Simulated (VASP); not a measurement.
A run of VASP 6.6.1 is set up as follows.

Contents of INCAR:

```
SYSTEM = CaO
PREC     = Accurate       ! precision mode
ENCUT    = 520            ! plane-wave cutoff, eV
EDIFF    = 1E-7           ! SCF threshold, eV
ISMEAR   = 0              ! smearing method
SIGMA    = 0.02           ! smearing width, eV
LREAL    = .False.        ! projectors in reciprocal space
LASPH    = .True.         ! aspherical terms in the spheres
NELM     = 80             ! most SCF steps
ALGO     = Normal         ! electronic algorithm
ISIF     = 2              ! what is computed and relaxed
LWAVE    = .False.        ! write WAVECAR
LCHARG   = .True.         ! write CHGCAR
GGA      = PE             ! functional
LELF     = .True.         ! ELF
LVHAR    = .True.       
NBANDS   = 15             ! bands
```

File KPOINTS:

```
Automatic mesh
0
Gamma
  8 8 8
  0 0 0
```

POSCAR

```
CaO
1.0
    0.0000000000      2.4153910056      2.4153910056
    2.4153910056      0.0000000000      2.4153910056
    2.4153910056      2.4153910056      0.0000000000
Ca O
1 1
Direct
    0.0000000000      0.0000000000      0.0000000000
    0.5000000000      0.5000000000      0.5000000000
```

Potentials or basis: VASP PAW PBE potentials, release 64 (Ca_sv, O).

The run is started by

```console
$ cat potpaw_PBE.64/Ca_sv/POTCAR potpaw_PBE.64/O/POTCAR > POTCAR
$ mpirun -np 1 vasp_std > vasp.out
```

Q: What does it give for the pressure?

A: 0.6 GPa.

Q: Predict the band gap on the k mesh.

A: 3.64 eV (least direct gap 4.02 eV).

A k mesh can miss the band edges. As with any semilocal functional, this PBE gap is likely too small.
